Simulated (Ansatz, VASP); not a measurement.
LiF in VASP and in Ansatz

The input POSCAR:

```
LiF
1.0
   -0.0624081669      2.1446105480      2.1446105480
    2.1446105480     -0.0624081669      2.1446105480
    2.0822023810      2.0822023810      0.0000000000
Li F
1 1
Direct
   -0.0056022510     -0.0056022510      0.0056022510
    0.2556022510      0.2556022510      0.2443977490
```

The input INCAR.step1:

```
PREC = Accurate
ENCUT = 520
ISMEAR = 0
SIGMA = 0.01
LREAL = False
LASPH = True
NELM = 60
NBANDS = 12
GGA = PE
ALGO = Normal
EDIFF = 1E-4
LWAVE = True
LCHARG = False
```

The input INCAR.step2:

```
PREC = Accurate
ENCUT = 520
EDIFF = 1E-7
ISMEAR = 0
SIGMA = 0.01
LREAL = False
LASPH = True
NELM = 60
ALGO = Normal
ISIF = 2
LWAVE = False
LCHARG = True
METAGGA = R2SCAN
LMIXTAU = True
LELF = True
LVHAR = True
NBANDS = 12
ISTART = 1
```

The input KPOINTS:

```
regular mesh
0
Gamma
  10 10 10
```

Input for Ansatz:

```yaml
crystal:
  lattice:
    - [-0.0624081669, 2.144610548, 2.144610548]
    - [2.144610548, -0.0624081669, 2.144610548]
    - [2.082202381, 2.082202381, 0.0]
  atoms:
    - { symbol: Li, position: [-0.005602251, -0.005602251, 0.005602251] }
    - { symbol: F, position: [0.255602251, 0.255602251, 0.244397749] }
kpoints:
  mp_grid: { grid: [10, 10, 10] }
  band_path:
    path:
      - [0.0, 0.0, 0.0]
      - [-0.5, -0.5, 0.0]
      - [-0.375, -0.375, 0.25]
      - [-0.375, 0.0, 0.375]
      - [0.0, 0.0, 0.5]
      - [-0.5, -0.25, 0.25]
    npoints: 1
hamiltonian:
  xc: r2scan
scf:
  occupations: { method: fixed }
  n_extra_bands: 4
output:
  forces: true
  stress: true
  eigenvalues: true
```

Change from the starting cell: shear_xy strain -5.8%.

Alike in both runs: task single point; functional r2SCAN; k mesh 10 × 10 × 10; no spin polarisation.

|  | VASP | Ansatz |
| --- | --- | --- |
| version | VASP 6.6.1 | Ansatz 0.2.0 |
| potentials or method | VASP PAW PBE potentials, release 64 (Li_sv, F) | plane waves, PAW |
| plane-wave cutoff (eV) | 520 | 500 |
| occupations | gaussian, width 0.01 eV | fixed |
| valence electrons in the cell | 10 | 10 |

Ansatz gave:

```
gap on the k mesh at the Fermi level (eV) : 8.53
rms of the force components (eV/Å)        : 0.003
```

Which values does VASP return?

gap on the k mesh at the Fermi level (eV): 8.63; rms of the force components (eV/Å): 0.013.

VASP's potentials were made for PBE, not for r2SCAN. Atom by atom the forces differ by 0.016 eV/Å (rms over components).

Noted on VASP's run: the cutoff is short for stress, so the pressure is rough.
